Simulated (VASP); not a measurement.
The system is As2Pt.

```
CELL_PARAMETERS angstrom
6.00938 0.00000 0.00000
0.00000 6.00938 0.00000
0.00000 0.00000 6.00938
ATOMIC_POSITIONS crystal
As 0.38405 0.38405 0.38405
As 0.11595 0.61595 0.88405
As 0.88405 0.11595 0.61595
As 0.61595 0.88405 0.11595
As 0.61595 0.61595 0.61595
As 0.88405 0.38405 0.11595
As 0.11595 0.88405 0.38405
As 0.38405 0.11595 0.88405
Pt 0.00000 0.00000 0.00000
Pt 0.50000 0.00000 0.50000
Pt 0.50000 0.50000 0.00000
Pt 0.00000 0.50000 0.50000
```

Base run:

```yaml
Program: VASP 6.6.1
Functional: PBE
Potentials_or_basis: VASP PAW PBE potentials, release 64 (As, Pt)
Cutoff: 500 eV
k_mesh: 4 × 4 × 4
Occupations: gaussian, width 0.01 eV
Spin: no spin polarisation
```

Its results: band gap on the k mesh 0.44 eV (least direct gap 0.91 eV); pressure 3.6 GPa; largest force 0.185 eV/Å.

Task: The run is repeated on the same cell with these changes: functional from PBE to r2SCAN; cutoff from 500 eV to 550 eV. What comes out?

Result: Band gap on the k mesh 0.65 eV (least direct gap 1.11 eV); pressure 0.0 GPa; largest force 0.012 eV/Å.

Caveats: spin-orbit coupling is left out, which moves the levels of the heavy elements; the cell stands under pressure (at least some runs); the PAW data sets were made with another functional, which shifts forces and pressure a little (at least some runs).

A k mesh can miss the band edges.
